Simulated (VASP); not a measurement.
# MnO (Fm-3m) in VASP: further runs, part 2 of 2

VASP 6.6.1. Earlier steps stand in the parts before.

### Step 5. Single point, BLYP, collinear spin, ferromagnetic start

This run uses another cell than the first one, of 11.39 Å³/atom.

INCAR

```
PREC     = Accurate       # precision mode
ENCUT    = 520            # plane-wave cutoff, eV
EDIFF    = 1E-6           # SCF threshold, eV
ISMEAR   = -1             # smearing method
SIGMA    = 0.05           # smearing width, eV
LREAL    = False          # projectors in reciprocal space
LASPH    = True           # aspherical terms in the spheres
NELM     = 150            # most SCF steps
ALGO     = Normal         # electronic algorithm
ISIF     = 2              # what is computed and relaxed
LWAVE    = False          # write WAVECAR
LCHARG   = True           # write CHGCAR
ISPIN    = 2              # spin polarisation
MAGMOM   = 4 0            # initial moments
LORBIT   = 11             # projections on sites
LMAXMIX  = 4              # l up to which the mixer works
GGA      = B5             # functional
ALDAX    = 1.0          
AGGAX    = 1.0          
AGGAC    = 1.0          
ALDAC    = 0.0          
LELF     = True           # ELF
LVHAR    = True         
NBANDS   = 20             # bands
```

KPOINTS

```
regular mesh
0
Gamma
  10 10 10
```

POSCAR

```
MnO
1.0
    0.0000000000      2.2498923721      2.2498923721
    2.2498923721      0.0000000000      2.2498923721
    2.2498923721      2.2498923721      0.0000000000
Mn O
1 1
Direct
    0.0000000000      0.0000000000      0.0000000000
    0.5000000000      0.5000000000      0.5000000000
```

On the command line:

```bash
$ cat potpaw_PBE.64/Mn_pv/POTCAR potpaw_PBE.64/O/POTCAR > POTCAR
$ mpirun -np 1 vasp_std > vasp.out
```

It took 60 s on 1 thread of Intel Xeon 8259CL, shared host; peak memory 0.17 GiB.

Results (log left out):

```yaml
Free_energy: -15.3020 eV
Pressure: 0.1 GPa
Net_moment: 4.80 μB per cell
Site_moments: Mn +4.34; O +0.23 μB
Valence_electrons_inside_the_program's_atomic_spheres: Mn 11.35; O 4.97
```

Levels at points of the mesh, in eV from the Fermi level:
Spin up:
```
           k point  band 8  band 9  band 10  band 11  band 12  band 13  band 14  band 15  band 16  band 17
(0.00, 0.00, 0.00)   -3.01   -3.01    -3.01    -2.52    -2.52    -0.17    14.81    16.53    16.53    16.53
(0.50, 0.00, 0.00)   -2.20   -2.20    -1.79     0.18     0.18     4.02     7.69    12.03    12.03    18.62
(0.50, 0.50, 0.00)   -3.86   -2.14    -1.96    -1.96    -1.85     5.07     8.06    10.87    13.62    13.62
```
Spin down:
```csv
k point,band 5,band 6,band 7,band 8,band 9,band 10
"(0.00, 0.00, 0.00)",-3.14,-3.14,-3.14,0.68,0.68,0.68
"(0.50, 0.00, 0.00)",-6.99,-4.59,-4.59,1.81,1.81,1.81
"(0.50, 0.50, 0.00)",-6.03,-4.07,-4.07,-0.72,1.82,1.99
```

Caveat: the PAW data sets were made with another functional, which shifts forces and pressure a little; a cell with one magnetic atom can't hold antiferromagnetic order, which such compounds often take; semilocal functionals often make such compounds metallic where correlation or magnetic order opens a gap, which also shifts bond lengths.

### Step 6. Relaxation of cell and atoms, BLYP, collinear spin, ferromagnetic start

INCAR

```
  PREC = Accurate
  ENCUT = 600
  EDIFF = 1E-6
  ISMEAR = -1
  SIGMA = 0.05
  LREAL = False
  LASPH = True
  NELM = 150
  ALGO = Normal
  ISIF = 3
  LWAVE = False
  LCHARG = False
  ISPIN = 2
  MAGMOM = 4 0
  LORBIT = 11
  LMAXMIX = 4
  GGA = B5
  ALDAX = 1.0
  AGGAX = 1.0
  AGGAC = 1.0
  ALDAC = 0.0
  IBRION = 2
  NSW = 60
  EDIFFG = -0.01
```

KPOINTS

```
Automatic mesh
0
Gamma
  10 10 10
```

POSCAR

```
MnO
1.0
    0.0000000000      2.2239077028      2.2239077028
    2.2239077028      0.0000000000      2.2239077028
    2.2239077028      2.2239077028      0.0000000000
Mn O
1 1
Direct
    0.0000000000      0.0000000000      0.0000000000
    0.5000000000      0.5000000000      0.5000000000
```

Potentials or basis: VASP PAW PBE potentials, release 64 (Mn_pv, O).

On the command line:

```bash
$ cat potpaw_PBE.64/Mn_pv/POTCAR potpaw_PBE.64/O/POTCAR > POTCAR
$ mpirun -np 1 vasp_std > vasp.out
```

OUTCAR:

```text
PREC = Accurate
   ENCUT = 600
   EDIFF = 1E-6
   ISMEAR = -1
   LREAL = False
   LASPH = True
   NELM = 150
   ISIF = 3
   ISPIN = 2
   LORBIT = 11
   GGA = B5
   IBRION = 2
   NSW = 60
   EDIFFG = -0.01

 ion  position               nearest neighbor table
   1  0.000  0.000  0.000-   2 2.22   2 2.22   2 2.22   2 2.22   2 2.22   2 2.22
   2  0.500  0.500  0.500-   1 2.22   1 2.22   1 2.22   1 2.22   1 2.22   1 2.22

  LATTYP: Found a face centered cubic cell.
 ALAT       =     4.4478154056

  Lattice vectors:

 A1 = (   0.0000000000,   2.2239077028,   2.2239077028)
 A2 = (   2.2239077028,   0.0000000000,   2.2239077028)
 A3 = (   2.2239077028,   2.2239077028,   0.0000000000)

Analysis of symmetry for initial positions (statically):
=====================================================================
 Subroutine PRICEL returns:
 Original cell was already a primitive cell.

 Routine SETGRP: Setting up the symmetry group for a
 face centered cubic supercell.

 Subroutine GETGRP returns: Found 48 space group operations
 (whereof 48 operations were pure point group operations)
 out of a pool of 48 trial point group operations.

The static configuration has the point symmetry O_h .

Analysis of symmetry for dynamics (positions and initial velocities):
=====================================================================
 Subroutine PRICEL returns:
 Original cell was already a primitive cell.

 Routine SETGRP: Setting up the symmetry group for a
 face centered cubic supercell.

 Subroutine GETGRP returns: Found 48 space group operations
 (whereof 48 operations were pure point group operations)
[... 251 lines left out ...]
 fundamental gap:      0.1194685088
 Fermi energy:         7.3674147218

 spin component 1

 k-point     1 :       0.0000    0.0000    0.0000
  band No.  band energies     occupation
      1     -42.7435      1.00000
      2     -42.7435      1.00000
      3     -42.7435      1.00000
      4     -12.4356      1.00000
      5       3.8156      1.00000
      6       3.8156      1.00000
      7       3.8156      1.00000
      8       4.3630      1.00000
      9       4.3630      1.00000
     10       4.3630      1.00000
     11       4.8443      1.00000
     12       4.8443      1.00000
     13       7.1956      0.96885
     14      22.1761      0.00000
[... 403 lines left out ...]
      4     -11.6966      1.00000
      5       0.6795      1.00000
      6       2.4308      1.00000
      7       2.6581      1.00000
      8       3.9565      1.00000
      9       5.2552      1.00000
     10       5.4731      1.00000
     11       5.6350      1.00000
     12       6.0098      1.00000
     13      12.2403      0.00000
     14      16.3239      0.00000
     15      17.9930      0.00000

 [... further k-points ...]

 spin component 2

 k-point     1 :       0.0000    0.0000    0.0000
  band No.  band energies     occupation
      1     -38.2121      1.00000
      2     -38.2121      1.00000
      3     -38.2121      1.00000
      4     -12.0014      1.00000
      5       4.2306      1.00000
      6       4.2306      1.00000
      7       4.2306      1.00000
      8       8.0448      0.00000
      9       8.0448      0.00000
     10       8.0448      0.00000
     11       8.1912      0.00000
     12       8.6392      0.00000
     13       8.6392      0.00000
     14      22.4878      0.00000
[... 444 lines left out ...]
  FREE ENERGIE OF THE ION-ELECTRON SYSTEM (eV)
  ---------------------------------------------------
  free  energy   TOTEN  =       -15.3021850862 eV

  energy  without entropy=      -15.2947657925  energy(sigma->0) =      -15.29847544

 reached required accuracy - stopping structural energy minimisation

 total charge

# of ion       s       p       d       tot
------------------------------------------
    1        0.195   6.164   4.991  11.350
    2        1.548   3.422   0.000   4.971
--------------------------------------------------
tot          1.743   9.586   4.991  16.321

 magnetization (x)

# of ion       s       p       d       tot
------------------------------------------
    1        0.026   0.017   4.298   4.342
    2        0.029   0.206   0.000   0.235
--------------------------------------------------
tot          0.056   0.223   4.298   4.577
```

OSZICAR:

```text
N       E                     dE             d eps       ncg     rms          rms(c)
DAV:   1     0.174569652931E+03    0.17457E+03   -0.12106E+04  2820   0.164E+03
DAV:   2    -0.928828307635E+01   -0.18386E+03   -0.17359E+03  3093   0.413E+02
[... 27 lines left out ...]
DAV:   1    -0.153029992516E+02   -0.84311E-03   -0.14477E-02  2820   0.177E+00    0.272E-01
DAV:   2    -0.153021896827E+02    0.80957E-03   -0.19899E-03  2820   0.644E-01    0.226E-01
DAV:   3    -0.153021974826E+02   -0.77999E-05   -0.17089E-04  2876   0.140E-01    0.767E-02
DAV:   4    -0.153021895322E+02    0.79504E-05   -0.38876E-06  2841   0.201E-02    0.350E-02
DAV:   5    -0.153021851802E+02    0.43521E-05   -0.45461E-06  2883   0.236E-02    0.108E-02
DAV:   6    -0.153021850862E+02    0.93916E-07   -0.88569E-07  2061   0.102E-02
   3 F= -.15302185E+02 E0= -.15298475E+02  d E =-.984889E-02  mag=     4.7974
```

CONTCAR:

```text
MnO
   1.00000000000000
     0.0000000000000000    2.2500511456981940    2.2500511456981940
     2.2500511456981940   -0.0000000000000000    2.2500511456981940
     2.2500511456981940    2.2500511456981940    0.0000000000000000
  Mn              O
     1     1
Direct
     0.0000000000000000    0.0000000000000000    0.0000000000000000
     0.5000000000000000    0.5000000000000000    0.5000000000000000

  0.00000000E+00  0.00000000E+00  0.00000000E+00
  0.00000000E+00  0.00000000E+00  0.00000000E+00
```

Wall time 3 min (1 thread of Intel Xeon 8259CL, shared host); peak memory 0.2 GiB.

Results:

```yaml
Free_energy: -15.3022 eV
Relaxed_volume: 11.39 Å³/atom
Relaxed_cell: a = 3.182 Å, b = 3.182 Å, c = 3.182 Å, α = 60.00°, β = 60.00°, γ = 60.00°
Space_group_after_relaxing_to_0.1_Å: Fm-3m (No. 225)
Energy_gained_by_relaxing: 4.9 meV/atom
Ionic_steps: 3
Pressure_after_relaxing: 0.0 GPa
Net_moment: 4.80 μB per cell
Site_moments: Mn +4.34; O +0.23 μB
Valence_electrons_inside_the_program's_atomic_spheres: Mn 11.35; O 4.97
```

Step by step:
| step | energy change (eV) | largest force (eV/Å) | pressure (GPa) | volume (Å³) |
| --- | --- | --- | --- | --- |
| 1 | 0.0000 | 0.0000 | 3.73 | 22.00 |
| 2 | -0.0098 | 0.0000 | -0.24 | 22.82 |
| 3 | -0.0098 | 0.0000 | -0.04 | 22.78 |

Final structure:
```
Mn O
1.0
     0.00000    2.25005    2.25005
     2.25005    0.00000    2.25005
     2.25005    2.25005    0.00000
Mn O
1 1
Direct
  0.00000 0.00000 0.00000
  0.50000 0.50000 0.50000
```

Caveat: the PAW data sets were made with another functional, which shifts forces and pressure a little; a cell with one magnetic atom can't hold antiferromagnetic order, which such compounds often take; semilocal functionals often make such compounds metallic where correlation or magnetic order opens a gap, which also shifts bond lengths. With open d or f shells a metallic result of BLYP can be an artefact of self-interaction; +U or a hybrid may open a gap.

### Step 7. Summary

```tsv
task	level	cell	cutoff (eV)	smearing	gap on the mesh (eV)	pressure (GPa)	moment (μB)
single point	PBE	a = 3.145 Å, angles 60.0°, 2 atoms	520	gaussian 0.025 eV	none	0.4	4.80
single point	PBE	a = 3.145 Å, angles 60.0°, 2 atoms	520	gaussian 0.026 eV	none	0.4	4.80
single point	PBE+D3(BJ)	a = 3.149 Å, angles 60.0°, 2 atoms	520	fermi-dirac 0.05 eV	none	0.2	4.80
single point	BLYP	a = 3.182 Å, angles 60.0°, 2 atoms	520	fermi-dirac 0.05 eV	none	0.1	4.80
relaxation of cell and atoms	BLYP	relaxed from a = 3.145 Å, angles 60.0°, 2 atoms	600	fermi-dirac 0.05 eV	none	0.0	4.80
```

Alike in all rows: potentials or basis VASP PAW PBE potentials, release 64 (Mn_pv, O); spin collinear, ferromagnetic start; k mesh 10 × 10 × 10.

Caveats: a cell with one magnetic atom can't hold antiferromagnetic order, which such compounds often take; semilocal functionals often make such compounds metallic where correlation or magnetic order opens a gap, which also shifts bond lengths; the PAW data sets were made with another functional, which shifts forces and pressure a little (at least some runs).

Total energies depend on the potentials used, so only differences within one code and one set of settings carry meaning.
